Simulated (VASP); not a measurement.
# GaP (I-4m2) in VASP: further runs, part 2 of 3

VASP 6.6.1. Earlier steps stand in the parts before.

## 4. Single point, PBEsol

This run uses another cell than the first one, of the same volume but with other edges.

INCAR reads:

```
SYSTEM = GaP
PREC     = Accurate       ! precision mode
ENCUT    = 520            ! plane-wave cutoff, eV
EDIFF    = 1E-6           ! SCF threshold, eV
ISMEAR   = 0              ! smearing method
SIGMA    = 0.05           ! smearing width, eV
LREAL    = .FALSE.        ! projectors in reciprocal space
LASPH    = .TRUE.         ! aspherical terms in the spheres
NELM     = 100            ! most SCF steps
ALGO     = Normal         ! electronic algorithm
ISIF     = 2              ! what is computed and relaxed
LWAVE    = .FALSE.        ! write WAVECAR
LCHARG   = .TRUE.         ! write CHGCAR
GGA      = PS             ! functional
LELF     = .TRUE.         ! ELF
LVHAR    = .TRUE.       
NBANDS   = 16             ! bands
```

KPOINTS reads:

```
Automatic mesh
0
G
  10 10 10
  0 0 0
```

POSCAR reads:

```
GaP
1.0
    0.0000000000      2.9605664555      2.3092418353
    2.9605664555      0.0000000000      2.3092418353
    2.9605664555      2.9605664555      0.0000000000
Ga P
1 1
Direct
    0.0000000000      0.0000000000      0.0000000000
    0.7500000000      0.7500000000      0.7500000000
```

Potentials or basis: VASP PAW PBE potentials, release 64 (Ga_d, P).

Started as:

```
$ cat potpaw_PBE.64/Ga_d/POTCAR potpaw_PBE.64/P/POTCAR > POTCAR
$ mpirun -np 1 vasp_std > vasp.out
```

OUTCAR:

```text
SYSTEM = GaP
   PREC = Accurate
   ENCUT = 520
   EDIFF = 1E-6
   ISMEAR = 0
   LREAL = .FALSE.
   LASPH = .TRUE.
   NELM = 100
   ISIF = 2
   GGA = PS

 ion  position               nearest neighbor table
   1  0.000  0.000  0.000-   2 2.39   2 2.39   2 2.39   2 2.39
   2  0.750  0.750  0.750-   1 2.39   1 2.39   1 2.39   1 2.39

  LATTYP: Found a body centered tetragonal cell.
 ALAT       =     4.1868732337
 C/A-ratio  =     1.1030865787

  Lattice vectors:

 A1 = (   0.0000000000,  -2.9605664555,  -2.3092418353)
 A2 = (   0.0000000000,   2.9605664555,  -2.3092418353)
 A3 = (   2.9605664555,   0.0000000000,   2.3092418353)

Analysis of symmetry for initial positions (statically):
=====================================================================
 Subroutine PRICEL returns:
 Original cell was already a primitive cell.

 Routine SETGRP: Setting up the symmetry group for a
 body centered tetragonal supercell.

 Subroutine GETGRP returns: Found  8 space group operations
 (whereof  8 operations were pure point group operations)
 out of a pool of 16 trial point group operations.

The static configuration has the point symmetry D_2d.

Analysis of symmetry for dynamics (positions and initial velocities):
[... 161 lines left out ...]
 val. band max:        4.8763644950   @ k =   0.5000   0.5000   0.0000
 cond. band min:       4.9781133522   @ k =   0.3000   0.3000   0.0000
 fundamental gap:      0.1017488572
 Fermi energy:         4.8949237420

 k-point     1 :       0.0000    0.0000    0.0000
  band No.  band energies     occupation
      1     -10.0134      2.00000
      2     -10.0134      2.00000
      3      -9.9555      2.00000
      4      -9.9461      2.00000
      5      -9.8949      2.00000
      6      -7.8348      2.00000
[... 433 lines left out ...]
      3      -9.9644      2.00000
      4      -9.9626      2.00000
      5      -9.8601      2.00000
      6      -5.3587      2.00000
[... 8 lines left out ...]
     15      15.7084      0.00000
     16      19.1753      0.00000

 [... further k-points ...]

------------------------ aborting loop because EDIFF is reached ----------------------------------------

  FORCE on cell =-STRESS in cart. coord.  units (eV):
  Direction    XX          YY          ZZ          XY          YZ          ZX
  --------------------------------------------------------------------------------------
  -------------------------------------------------------------------------------------
  Total       -1.4737956     -1.4737956      1.3039934      0.0000000     -0.0000000     -0.0000000
  in kB      -58.3309167    -58.3309167     51.6103640      0.0000000     -0.0000000     -0.0000000
  external PRESSURE =     -21.6838232 kB  Pullay stress =       0.0000000 kB

 VOLUME and BASIS-vectors are now :
 -----------------------------------------------------------------------------
  energy-cutoff  :      520.00
  volume of cell :       40.48
      direct lattice vectors                 reciprocal lattice vectors
     0.000000000  2.960566455  2.309241835    -0.168886599  0.168886599  0.216521281
     2.960566455  0.000000000  2.309241835     0.168886599 -0.168886599  0.216521281
     2.960566455  2.960566455  0.000000000     0.168886599  0.168886599 -0.216521281

 POSITION                                       TOTAL-FORCE (eV/Angst)
 -----------------------------------------------------------------------------------
      0.00000      0.00000      0.00000        -0.000000     -0.000000      0.000000
      4.44085      4.44085      3.46386         0.000000      0.000000      0.000000
 -----------------------------------------------------------------------------------
    total drift:                               -0.000001     -0.000001      0.000002

  FREE ENERGIE OF THE ION-ELECTRON SYSTEM (eV)
  ---------------------------------------------------
  free  energy   TOTEN  =        -9.6445069608 eV

  energy  without entropy=       -9.6442855983  energy(sigma->0) =       -9.64439628
```

OSZICAR:

```text
N       E                     dE             d eps       ncg     rms          rms(c)
DAV:   1     0.818578929779E+02    0.81858E+02   -0.90084E+03  3328   0.161E+03
DAV:   2    -0.352543127480E+01   -0.85383E+02   -0.81085E+02  3856   0.317E+02
DAV:   3    -0.982685741992E+01   -0.63014E+01   -0.62773E+01  3936   0.656E+01
DAV:   4    -0.993219824546E+01   -0.10534E+00   -0.10532E+00  4200   0.928E+00
DAV:   5    -0.993431286915E+01   -0.21146E-02   -0.21146E-02  4160   0.116E+00    0.399E+00
DAV:   6    -0.968320662217E+01    0.25111E+00   -0.38539E-01  5008   0.115E+01    0.250E+00
DAV:   7    -0.964788015192E+01    0.35326E-01   -0.78554E-02  4352   0.223E+00    0.977E-01
DAV:   8    -0.964440987196E+01    0.34703E-02   -0.11606E-02  4032   0.122E+00    0.169E-01
DAV:   9    -0.964448070570E+01   -0.70834E-04   -0.93945E-04  4792   0.400E-01    0.576E-02
DAV:  10    -0.964449222162E+01   -0.11516E-04   -0.53298E-05  4648   0.793E-02    0.238E-02
DAV:  11    -0.964450712525E+01   -0.14904E-04   -0.16833E-05  3936   0.443E-02    0.724E-03
DAV:  12    -0.964450696076E+01    0.16450E-06   -0.86322E-07  2920   0.948E-03
   1 F= -.96445070E+01 E0= -.96443963E+01  d E =-.221362E-03
```

stdout:

```text
POSCAR found type information on POSCAR GaP
 POSCAR found :  2 types and       2 ions
 scaLAPACK will be used
 -----------------------------------------------------------------------------
|                                                                             |
|                                                                             |
|     You enforced a specific xc type in the INCAR file but a different       |
|     I HOPE YOU KNOW WHAT YOU ARE DOING!                                     |
|                                                                             |
 -----------------------------------------------------------------------------

 LDA part: xc-table for (Slater+PW92), standard interpolation
 POSCAR, INCAR and KPOINTS ok, starting setup
 FFT: planning ... GRIDC
 FFT: planning ... GRID_SOFT
 FFT: planning ... GRID
 WAVECAR not read
 entering main loop
```

Run time: 57 s. Hardware: 1 thread of AMD EPYC 7R13, shared host; peak memory 0.18 GiB.

Results:

* Free energy: -9.6445 eV
* Pressure: -2.2 GPa
* Band gap on the k mesh: zero (bands 9 and 10 overlap by 0.59 eV)

Levels at points of the mesh, in eV from the Fermi level:
```
           k point  band 5  band 6  band 7  band 8  band 9  band 10  band 11  band 12  band 13  band 14
(0.00, 0.00, 0.00)  -14.79  -12.73   -0.65   -0.65    0.31     1.09     3.59     4.11     4.11     7.41
(0.50, 0.00, 0.00)  -14.76  -10.61   -6.89   -2.20   -0.72     0.50     3.51     6.04     8.51     9.40
(0.50, 0.50, 0.00)  -14.75   -9.12   -5.92   -3.96   -3.96    -0.02     0.48    10.06    10.06    11.58
(0.50, 0.00, 0.50)  -14.78  -10.11   -7.53   -2.27   -2.10     1.95     2.40     8.25     8.36     9.13
```

Caveat: semilocal functionals underestimate gaps, so a narrow gap can read as zero; the PAW data sets were made with another functional, which shifts forces and pressure a little.

## 5. Single point, PBEsol

This run uses another cell than the first one, of the same volume but with other edges.

INCAR reads:

```
SYSTEM = GaP
PREC = Accurate
ENCUT = 520
EDIFF = 1E-7
ISMEAR = 0
SIGMA = 0.05
LREAL = .FALSE.
LASPH = .TRUE.
NELM = 100
ALGO = Normal
ISIF = 2
LWAVE = .FALSE.
LCHARG = .FALSE.
GGA = PS
NBANDS = 16
```

KPOINTS reads:

```
regular mesh
0
G
  10 10 10
  0 0 0
```

POSCAR reads:

```
GaP
1.0
    0.0000000000      2.4970384564      3.2461499933
    2.4970384564      0.0000000000      3.2461499933
    2.4970384564      2.4970384564      0.0000000000
Ga P
1 1
Direct
    0.0000000000      0.0000000000      0.0000000000
    0.7500000000      0.7500000000      0.7500000000
```

Started as:

```
$ cat potpaw_PBE.64/Ga_d/POTCAR potpaw_PBE.64/P/POTCAR > POTCAR
$ mpirun -np 1 vasp_std > vasp.out
```

It took 66 s on 1 thread of AMD EPYC 7R13, shared host; peak memory 0.18 GiB.

Results (log left out):

```yaml
Free_energy: -9.3650 eV
Pressure: -1.2 GPa
Band_gap_on_the_k_mesh: zero (bands 9 and 10 overlap by 0.36 eV)
```

Stress tensor (GPa, compression positive):
```
  7.53   0.00   0.00
  0.00   7.53   0.00
  0.00   0.00 -18.81
```

Levels at points of the mesh, in eV from the Fermi level:
```
           k point  band 5  band 6  band 7  band 8  band 9  band 10  band 11  band 12  band 13  band 14
(0.00, 0.00, 0.00)  -15.17  -13.06   -2.06    0.05    0.05     0.22     3.44     3.44     3.96     6.41
(0.50, 0.00, 0.00)  -15.13  -10.93   -7.23   -2.88   -0.40    -0.28     4.63     5.20     7.72     9.15
(0.50, 0.50, 0.00)  -15.16  -10.88   -8.47   -1.89   -1.89     2.37     2.81     8.42     9.64     9.64
(0.50, 0.00, 0.50)  -15.13   -9.64   -6.69   -3.75   -3.61     0.38     0.41     7.42     7.52     8.93
```

Caveat: semilocal functionals underestimate gaps, so a narrow gap can read as zero; the PAW data sets were made with another functional, which shifts forces and pressure a little.

[end of part 2 of 3]
